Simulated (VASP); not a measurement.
# C (R-3m) in VASP: notebook, part 2 of 2

VASP 6.6.1. The steps go on from the part before.

## 3. Relaxation of cell and atoms, LDA

Input file INCAR:

```
SYSTEM = C
ALGO     = Normal         ! electronic algorithm
EDIFF    = 1E-6           ! SCF threshold, eV
EDIFFG   = -0.005         ! ionic threshold
ENCUT    = 600            ! plane-wave cutoff, eV
IBRION   = 2              ! ionic algorithm
ISIF     = 3              ! what is computed and relaxed
ISMEAR   = 0              ! smearing method
LASPH    = .True.         ! aspherical terms in the spheres
LCHARG   = .False.        ! write CHGCAR
LREAL    = .False.        ! projectors in reciprocal space
LWAVE    = .False.        ! write WAVECAR
NELM     = 80             ! most SCF steps
NSW      = 100            ! ionic steps
PREC     = Accurate       ! precision mode
SIGMA    = 0.02           ! smearing width, eV
```

Input file KPOINTS:

```
k-points
0
Gamma
  12 12 12
  0 0 0
```

Input file POSCAR:

```
C
1.0
    1.2226946108      0.7059230627      3.3108923667
   -1.2226946108      0.7059230627      3.3108923667
    0.0000000000     -1.4118461253      3.3108923667
C
2
Direct
    0.8334329403      0.8334329403      0.8334329403
    0.1665670597      0.1665670597      0.1665670597
```

Potentials or basis: VASP PAW LDA potentials, release 64 (C).

Launch:

```sh
> cat potpaw_LDA.64/C/POTCAR > POTCAR
> mpirun -np 1 vasp_std > vasp.out
```

OUTCAR:

```text
SYSTEM = C
   EDIFF = 1E-6
   EDIFFG = -0.005
   ENCUT = 600
   IBRION = 2
   ISIF = 3
   ISMEAR = 0
   LASPH = .True.
   LREAL = .False.
   NELM = 80
   NSW = 100
   PREC = Accurate

 ion  position               nearest neighbor table
   1  0.833  0.833  0.833-   2 1.41   2 1.41   2 1.41
   2  0.167  0.167  0.167-   1 1.41   1 1.41   1 1.41

  LATTYP: Found a trigonal (rhomboedric) cell.
 ALAT       =     3.5993496281
 COS(alpha) =     0.7692095029

  Lattice vectors:

 A1 = (   1.2226946108,   0.7059230627,   3.3108923667)
 A2 = (  -1.2226946108,   0.7059230627,   3.3108923667)
 A3 = (   0.0000000000,  -1.4118461253,   3.3108923667)

Analysis of symmetry for initial positions (statically):
=====================================================================
 Subroutine PRICEL returns:
 Original cell was already a primitive cell.

 Routine SETGRP: Setting up the symmetry group for a
 trigonal (rhombohedral) supercell.

 Subroutine GETGRP returns: Found 12 space group operations
 (whereof 12 operations were pure point group operations)
 out of a pool of 12 trial point group operations.

The static configuration has the point symmetry D_3d.

Analysis of symmetry for dynamics (positions and initial velocities):
[... 273 lines left out ...]
------------------------ aborting loop because EDIFF is reached ----------------------------------------
[... 67 lines left out ...]
--------------------------------------- Ionic step       11  -------------------------------------------

 number of electron       8.0000000 magnetization

 Free energy of the ion-electron system (eV)
  ---------------------------------------------------
  ext. energy  EPLUGINS =         0.00000000
  ---------------------------------------------------
  free energy    TOTEN  =       -20.23023701 eV

  energy without entropy =      -20.23023701  energy(sigma->0) =      -20.23023701

 E-fermi :   4.7210     XC(G=0): -10.9842

 val. band max:        4.5522128299   @ k =  -0.3333   0.3333   0.0000
 cond. band min:       5.3341509610   @ k =  -0.3333   0.3333   0.0000
 fundamental gap:      0.7819381311
 Fermi energy:         4.7210018672

 k-point     1 :       0.0000    0.0000    0.0000
  band No.  band energies     occupation
      1     -14.6984      2.00000
      2      -1.5691      2.00000
      3       1.9788      2.00000
      4       1.9788      2.00000
      5       9.0152      0.00000
      6      13.4415      0.00000
      7      13.4415      0.00000
      8      16.4622      0.00000
[... 243 lines left out ...]
 k-point    24 :      -0.4167    0.1667    0.0000
  band No.  band energies     occupation
      1      -8.7725      2.00000
      2      -7.9285      2.00000
      3      -3.2419      2.00000
      4       3.4979      2.00000
      5       6.5958      0.00000
      6      15.4471      0.00000
      7      16.1362      0.00000
      8      17.2861      0.00000

 [... further k-points ...]

------------------------ aborting loop because EDIFF is reached ----------------------------------------

  FORCE on cell =-STRESS in cart. coord.  units (eV):
  Direction    XX          YY          ZZ          XY          YZ          ZX
  --------------------------------------------------------------------------------------
  -------------------------------------------------------------------------------------
  Total       -0.0075436     -0.0075436      0.0061194      0.0000000      0.0000000      0.0000000
  in kB       -0.7150692     -0.7150692      0.5800643      0.0000000      0.0000000      0.0000000
  external PRESSURE =      -0.2833580 kB  Pullay stress =       0.0000000 kB
[... 17 lines left out ...]
  FREE ENERGIE OF THE ION-ELECTRON SYSTEM (eV)
  ---------------------------------------------------
  free  energy   TOTEN  =       -20.2302370122 eV

  energy  without entropy=      -20.2302370122  energy(sigma->0) =      -20.23023701

 reached required accuracy - stopping structural energy minimisation
```

OSZICAR:

```text
N       E                     dE             d eps       ncg     rms          rms(c)
DAV:   1     0.761586718644E+01    0.76159E+01   -0.51746E+03  3112   0.102E+03
DAV:   2    -0.212925215780E+02   -0.28908E+02   -0.27422E+02  4568   0.139E+02
DAV:   3    -0.216682042823E+02   -0.37568E+00   -0.37568E+00  3584   0.194E+01
[... 65 lines left out ...]
       N       E                     dE             d eps       ncg     rms          rms(c)
DAV:   1    -0.202302450395E+02   -0.25793E-04   -0.15572E-03  3064   0.393E-01    0.162E-02
DAV:   2    -0.202302392510E+02    0.57886E-05   -0.13014E-05  3704   0.327E-02    0.789E-03
DAV:   3    -0.202302370228E+02    0.22281E-05   -0.87551E-06  3840   0.203E-02    0.202E-03
DAV:   4    -0.202302370122E+02    0.10689E-07   -0.13306E-07  1728   0.341E-03
  11 F= -.20230237E+02 E0= -.20230237E+02  d E =-.377035E-05
```

Run time: 2.3 min. Hardware: 1 thread of AMD EPYC 7R13 (Zen 3), shared host; peak memory 0.13 GiB.

Results:

* Free energy: -20.2302 eV
* Relaxed volume: 8.45 Å³/atom
* Relaxed cell: a = 3.554 Å, b = 3.554 Å, c = 3.554 Å, α = 40.26°, β = 40.26°, γ = 40.26°
* Space group after relaxing (to 0.05 Å): R-3m (No. 166)
* Energy gained by relaxing: 0.2 meV/atom
* Ionic steps: 11
* Pressure after relaxing: 0.0 GPa
* Band gap on the k mesh: 0.78 eV, direct

The path:
```tsv
step	energy change (eV)	largest force (eV/Å)	pressure (GPa)	volume (Å³)
1	0.0000	0.0019	0.18	17.15
2	0.0000	0.0017	-0.90	17.17
3	0.0000	0.0003	-0.29	17.16
4	-0.0001	0.0018	-0.24	17.13
5	-0.0003	0.0082	-0.23	17.06
6	-0.0003	0.0211	-0.15	16.91
7	0.0000	0.0591	1.20	16.82
8	-0.0003	0.0088	0.08	16.90
9	-0.0003	0.0096	0.06	16.90
10	-0.0003	0.0207	-0.19	16.91
11	-0.0003	0.0004	-0.03	16.90
```

Final structure:
```xyz
2
Lattice="1.2232 0.7062 3.2613 -1.2232 0.7062 3.2613 0.0000 -1.4124 3.2613" Properties=species:S:1:pos:R:3 pbc="T T T"
C     0.0000    0.0000    8.1543
C     0.0000    0.0000    1.6296
```

Levels at points of the mesh, in eV from the valence-band top:
| k point | band 1 | band 2 | band 3 | band 4 | band 5 | band 6 | band 7 | band 8 |
| --- | --- | --- | --- | --- | --- | --- | --- | --- |
| (0.00, 0.00, 0.00) | -19.25 | -6.12 | -2.57 | -2.57 | 4.46 | 8.89 | 8.89 | 11.91 |
| (0.50, 0.00, 0.00) | -13.75 | -12.92 | -6.00 | -1.56 | 2.42 | 8.37 | 12.18 | 12.76 |
| (0.50, 0.50, 0.00) | -13.60 | -12.81 | -6.07 | -2.43 | 1.59 | 7.86 | 13.62 | 15.65 |
| (0.50, 0.50, 0.50) | -18.86 | -8.47 | -2.60 | -2.60 | 8.82 | 8.82 | 11.18 | 12.17 |

A k mesh can miss the band edges. LDA usually gives volumes a few per cent too small.
